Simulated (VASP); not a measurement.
Here is a VASP 6.6.1 calculation.

Contents of INCAR:

```
SYSTEM = CdS
  ALGO = Normal
  EDIFF = 1E-7
  ENCUT = 520
  GGA = PE
  ISIF = 2
  ISMEAR = 0
  ISPIN = 2
  LASPH = .True.
  LCHARG = .False.
  LORBIT = 11
  LREAL = .False.
  LWAVE = .False.
  MAGMOM = 0.5 0.5
  NBANDS = 20
  NELM = 150
  PREC = Accurate
  SIGMA = 0.05
```

KPOINTS

```
k-points
0
Gamma
  1 1 26
  0 0 0
```

File POSCAR:

```
CdS
1.0
   11.1000000000      0.0000000000      0.0000000000
    0.0000000000      9.3000000000      0.0000000000
    0.0000000000      0.0000000000      2.6326118945
Cd S
1 1
Direct
    0.3959935444      0.5000000000      0.0000000000
    0.6040064556      0.5000000000      0.5000000000
```

Potentials or basis: VASP PAW PBE potentials, release 64 (Cd, S).

The run is started by

```console
$ cat potpaw_PBE.64/Cd/POTCAR potpaw_PBE.64/S/POTCAR > POTCAR
$ mpirun -np 1 vasp_std > vasp.out
```

(1) What does it give for the largest force?

(2) Predict the net moment.

## Answers

(1) 0.035 eV/Å.

(2) 0.15 μB per cell.
